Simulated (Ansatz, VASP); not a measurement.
# Ta in VASP and in Ansatz

```
CELL_PARAMETERS angstrom
2.90037 0.00000 0.00000
-1.45019 2.51180 0.00000
0.00000 0.00000 5.16627
ATOMIC_POSITIONS crystal
Ta 0.66667 0.33333 0.75000
Ta 0.33333 0.66667 0.25000
```

Alike in both runs: task single point; functional LDA; k mesh 12 × 12 × 6; occupations fermi-dirac, width 0.1 eV; no spin polarisation.

|  | VASP | Ansatz |
| --- | --- | --- |
| version | VASP 6.6.1 | Ansatz 0.2.0 |
| potentials or method | VASP PAW LDA potentials, release 64 (Ta_pv), cutoff 520 eV | plane waves, PAW |
| valence electrons in the cell | 22 | 26 |

|  | VASP | Ansatz | Ansatz less VASP |
| --- | --- | --- | --- |
| pressure (GPa) | -11.2 | -11.7 | -0.59 |
| traceless stress, the component that is largest in VASP (GPa) | 1.48 | 1.44 | -0.034 |

LDA's correlation is that of Perdew and Zunger in VASP and of Perdew and Wang (1992) in Ansatz. VASP's potentials hold 22 valence electrons a cell and Ansatz's 26, so a difference there can come from the potentials and not from the codes.

Neither program's run includes spin-orbit coupling.
